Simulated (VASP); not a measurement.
# H17O8F in VASP: a series of runs, part 3 of 3

VASP 6.6.1.

**5. Single point, r2SCAN**

POSCAR reads:

```
H17O8F
1.0
    6.4950650000      0.0000000000      0.0000000000
    0.0000000000      6.4950650000      0.0000000000
    0.0000000000      0.0000000000      6.4950650000
O H F
8 17 1
Direct
    0.8235329439      0.2139008617      0.5110033541
    0.2349937991      0.4476167675      0.7230104703
    1.0009599596      0.2832458182      1.0642541684
    0.4323898221     -0.1251565612      0.6260753357
    0.1617535775     -0.0202153481      0.3500041955
    0.2027077481      0.6775451824      0.1241558014
    0.4918041621      0.5372386573      0.3751001722
    0.7509393670      0.6853819015      0.8084445652
    0.7200851724      0.2804282944      0.4385175514
    0.8328015193      0.0619701265      0.4546528788
    0.1661569207      0.4133599895      0.5905560606
    0.3481720352      0.5318499507      0.7107088228
    1.0853163132      0.3359935582      0.9603906966
    1.0981876240      0.1819535293      1.1249464016
    0.5424272120     -0.0134717666      0.6220569001
    0.3383799854     -0.0778591130      0.5067231814
    0.1037556976     -0.1204760845      0.2464024609
    0.0833555938      0.0318549545      0.4614734418
    0.2816907914      0.7410703357      0.0153347195
    0.1192751728      0.5564378494      0.0491911936
    0.5453986989      0.5628735047      0.2455248716
    0.3659393709      0.6059985543      0.3668477529
    0.6327265393      0.7551887471      0.6994387277
    0.7942337760      0.5542515741      0.7720015119
    0.6875373842      0.8149725984      0.0153809084
    0.7007474136      0.8707380142      0.1507760122
```

INCAR.step1 reads:

```
SYSTEM = H17O8F
ALGO     = Normal         ! electronic algorithm
EDIFF    = 1E-4           ! SCF threshold, eV
ENCUT    = 520            ! plane-wave cutoff, eV
GGA      = PE             ! functional
ISMEAR   = -1             ! smearing method
LASPH    = .True.         ! aspherical terms in the spheres
LCHARG   = .False.        ! write CHGCAR
LREAL    = Auto         
LWAVE    = .True.         ! write WAVECAR
NBANDS   = 55             ! bands
NELM     = 80             ! most SCF steps
PREC     = Accurate       ! precision mode
SIGMA    = 0.05           ! smearing width, eV
```

INCAR.step2 reads:

```
SYSTEM = H17O8F
ALGO     = Normal         ! electronic algorithm
EDIFF    = 1E-6           ! SCF threshold, eV
ENCUT    = 520            ! plane-wave cutoff, eV
ISIF     = 2              ! what is computed and relaxed
ISMEAR   = -1             ! smearing method
ISTART   = 1            
LASPH    = .True.         ! aspherical terms in the spheres
LCHARG   = .True.         ! write CHGCAR
LELF     = .True.         ! ELF
LMIXTAU  = .True.       
LREAL    = Auto         
LVHAR    = .True.       
LWAVE    = .False.        ! write WAVECAR
METAGGA  = R2SCAN         ! meta-GGA
NBANDS   = 55             ! bands
NELM     = 80             ! most SCF steps
PREC     = Accurate       ! precision mode
SIGMA    = 0.05           ! smearing width, eV
```

KPOINTS reads:

```
k-points
0
Gamma
  1 1 1
  0 0 0
```

Potentials or basis: VASP PAW PBE potentials, release 64 (O, H, F).

Launch:

```console
cat potpaw_PBE.64/O/POTCAR potpaw_PBE.64/H/POTCAR potpaw_PBE.64/F/POTCAR > POTCAR
cp INCAR.step1 INCAR
mpirun -np 1 vasp_gam > vasp.out
cp INCAR.step2 INCAR
mpirun -np 1 vasp_gam > vasp.out
```

OUTCAR:

```text
SYSTEM = H17O8F
   EDIFF = 1E-6
   ENCUT = 520
   ISIF = 2
   ISMEAR = -1
   ISTART = 1
   LASPH = .True.
   LREAL = Auto
   METAGGA = R2SCAN
   NELM = 80
   PREC = Accurate

 ion  position               nearest neighbor table
   1  0.824  0.214  0.511-   9 0.93  10 1.05
   2  0.235  0.448  0.723-  12 0.92  11 0.99
   3  0.001  0.283  0.064-  13 0.93  14 0.99
   4  0.432  0.875  0.626-  15 1.02  16 1.03
   5  0.162  0.980  0.350-  18 0.95  17 1.01
   6  0.203  0.678  0.124-  19 0.97  20 1.07
   7  0.492  0.537  0.375-  21 0.93  22 0.93
   8  0.751  0.685  0.808-  24 0.93  23 1.14
   9  0.720  0.280  0.439-   1 0.93
  10  0.833  0.062  0.455-   1 1.05
  11  0.166  0.413  0.591-   2 0.99
  12  0.348  0.532  0.711-   2 0.92
  13  0.085  0.336  0.960-   3 0.93
  14  0.098  0.182  0.125-   3 0.99
[... 10 lines left out ...]
  25  0.688  0.815  0.015-  26 0.95
  26  0.701  0.871  0.151-  25 0.95

  LATTYP: Found a simple cubic cell.
 ALAT       =     6.4950650000

  Lattice vectors:

 A1 = (   6.4950650000,   0.0000000000,   0.0000000000)
 A2 = (   0.0000000000,   6.4950650000,   0.0000000000)
 A3 = (   0.0000000000,   0.0000000000,   6.4950650000)

Analysis of symmetry for initial positions (statically):
=====================================================================
 Subroutine PRICEL returns:
 Original cell was already a primitive cell.

 Routine SETGRP: Setting up the symmetry group for a
 simple cubic supercell.

 Subroutine GETGRP returns: Found  1 space group operations
 (whereof  1 operations were pure point group operations)
 out of a pool of 48 trial point group operations.

The static configuration has the point symmetry C_1 .

Analysis of symmetry for dynamics (positions and initial velocities):
=====================================================================
 Subroutine PRICEL returns:
[... 154 lines left out ...]
  volume/ion in A,a.u.               =      10.54        71.12
  Fermi-wavevector in a.u.,A,eV,Ry     =   1.048581  1.981532 14.959919  1.099523
  Thomas-Fermi vector in A             =   2.183509
   LORBIT       =      0    0 simple, 1 ext, 2 COOP (PROOUT), +10 PAW based schemes
   METAGGA = R2SCAN    functional components
   LHFCALC =     F    Hartree Fock is set to
   AEXX    =    0.0000 exact exchange contribution
   IVDW    =     0    specifies the selected vdW correction
   LEPSILON=     F    determine dielectric tensor
   LRPA    =     F    only Hartree local field effects (RPA)
 non-spin polarized calculation
  energy-cutoff  :      520.00
  volume of cell :      274.00
 maximum number of plane-waves:      3625
   NGX = 25   NGY = 25   NGZ = 25

 number of electron      71.9999989 magnetization

 Free energy of the ion-electron system (eV)
  ---------------------------------------------------
  ext. energy  EPLUGINS =         0.00000000
  ---------------------------------------------------
  free energy    TOTEN  =      -133.03552605 eV

  energy without entropy =     -133.03552605  energy(sigma->0) =     -133.03552605

 E-fermi :  -2.8786     XC(G=0):  -6.9167

 val. band max:       -4.1485649621   @ k =   0.0000   0.0000   0.0000
 cond. band min:       0.7790519531   @ k =   0.0000   0.0000   0.0000
 fundamental gap:      4.9276169152
 Fermi energy:        -2.8785792997

 k-point     1 :       0.0000    0.0000    0.0000
  band No.  band energies     occupation
      1     -27.7514      2.00000
      2     -24.5982      2.00000
      3     -24.1371      2.00000
      4     -23.9007      2.00000
      5     -23.8337      2.00000
      6     -23.7706      2.00000
[... 40 lines left out ...]
     47       6.5529      0.00000
     48       6.8677      0.00000
 [bands above 48 left out]

------------------------ aborting loop because EDIFF is reached ----------------------------------------

  FORCE on cell =-STRESS in cart. coord.  units (eV):
  Direction    XX          YY          ZZ          XY          YZ          ZX
  --------------------------------------------------------------------------------------
  -------------------------------------------------------------------------------------
  Total       -0.0108774     -2.7112764      0.1003941     -1.4510620     -1.7494544     -5.6250496
  in kB       -0.0636041    -15.8538178      0.5870407     -8.4848869    -10.2296955    -32.8917085
  external PRESSURE =      -5.1101271 kB  Pullay stress =       0.0000000 kB

 VOLUME and BASIS-vectors are now :
 -----------------------------------------------------------------------------
  energy-cutoff  :      520.00
  volume of cell :      274.00
      direct lattice vectors                 reciprocal lattice vectors
     6.495065000  0.000000000  0.000000000     0.153963047  0.000000000  0.000000000
     0.000000000  6.495065000  0.000000000     0.000000000  0.153963047  0.000000000
     0.000000000  0.000000000  6.495065000     0.000000000  0.000000000  0.153963047

 POSITION                                       TOTAL-FORCE (eV/Angst)
 -----------------------------------------------------------------------------------
      5.34890      1.38930      3.31900         1.969274     -4.263371      0.793302
      1.52630      2.90730      4.69600        -3.340185     -2.273486     -0.022198
      0.00623      1.83970      0.41734         0.023369     -1.135157      1.576335
      2.80840      5.68216      4.06640         1.384019      2.435191     -0.294530
      1.05060      6.36377      2.27330         1.123853     -0.049627     -0.881381
      1.31660      4.40070      0.80640        -1.953880     -2.219391     -1.967687
[... 18 lines left out ...]
      4.46560      5.29330      0.09990         0.792473     -0.497868     -0.228186
      4.55140      5.65550      0.97930        -0.322377      0.275270      0.298835
 -----------------------------------------------------------------------------------
    total drift:                                0.004879      0.010175     -0.006160

  FREE ENERGIE OF THE ION-ELECTRON SYSTEM (eV)
  ---------------------------------------------------
  free  energy   TOTEN  =      -133.0355260539 eV

  energy  without entropy=     -133.0355260539  energy(sigma->0) =     -133.03552605
```

OSZICAR.step1:

```text
N       E                     dE             d eps       ncg     rms          rms(c)
DAV:   1     0.567430987783E+03    0.56743E+03   -0.39813E+04   110   0.119E+03
DAV:   2    -0.860079511186E+02   -0.65344E+03   -0.63557E+03   141   0.302E+02
DAV:   3    -0.134657521182E+03   -0.48650E+02   -0.48392E+02   132   0.884E+01
DAV:   4    -0.135302172057E+03   -0.64465E+00   -0.64355E+00   140   0.115E+01
DAV:   5    -0.135310312245E+03   -0.81402E-02   -0.81390E-02   140   0.125E+00    0.221E+01
DAV:   6    -0.122606753588E+03    0.12704E+02   -0.39869E+01   124   0.268E+01    0.834E+00
DAV:   7    -0.122405725201E+03    0.20103E+00   -0.13766E+00   132   0.500E+00    0.528E+00
DAV:   8    -0.122282321624E+03    0.12340E+00   -0.34228E-01   140   0.340E+00    0.702E-01
DAV:   9    -0.122278265815E+03    0.40558E-02   -0.44639E-02   132   0.105E+00    0.318E-01
DAV:  10    -0.122282096869E+03   -0.38311E-02   -0.10518E-02   124   0.491E-01    0.159E-01
DAV:  11    -0.122282409629E+03   -0.31276E-03   -0.90153E-04   124   0.219E-01    0.659E-02
DAV:  12    -0.122282607803E+03   -0.19817E-03   -0.52310E-04   116   0.139E-01    0.198E-02
DAV:  13    -0.122282609368E+03   -0.15653E-05   -0.61918E-05   100   0.429E-02
   1 F= -.12228261E+03 E0= -.12228261E+03  d E =-.176733E-10
```

Run time: 78 s. Hardware: 1 thread of Intel Xeon Platinum 8488C (Sapphire Rapids), shared host; peak memory 0.33 GiB.

Results:

```yaml
Free_energy: -133.0355 eV
Pressure: -0.5 GPa
Largest_force: 5.441 eV/Å
Band_gap_on_the_k_mesh: 4.93 eV
```

Forces in eV/Å, atoms in the order of the input:
```
O    1.969 -4.263  0.793
O   -3.340 -2.273 -0.022
O    0.023 -1.135  1.576
O    1.384  2.435 -0.295
O    1.124 -0.050 -0.881
O   -1.954 -2.219 -1.968
O    1.124 -1.818  2.135
O   -3.197  4.233 -1.208
H   -1.785  1.053 -1.498
H   -0.841  3.310  0.695
H    1.054  0.592  1.117
H    2.056  1.498 -0.994
H    0.955  0.393 -2.300
H   -0.948  0.625  0.200
H   -1.575 -0.934  0.190
H    0.668 -0.898  0.507
H    0.129  0.101  1.200
H   -0.958  0.195  0.095
H   -0.003  0.041 -0.190
H    1.580  2.621  1.900
H    1.167  0.371 -1.993
H   -1.609  0.776 -0.146
H    2.221 -2.471  1.845
H    0.286 -1.958 -0.829
H    0.792 -0.498 -0.228
F   -0.322  0.275  0.299
```

Stress tensor (GPa, compression positive):
```
-0.01 -0.85 -3.29
-0.85 -1.59 -1.02
-3.29 -1.02  0.06
```

Caveat: the k points lie up to 0.97 Å⁻¹ apart; the PAW data sets were made with another functional, which shifts forces and pressure a little.
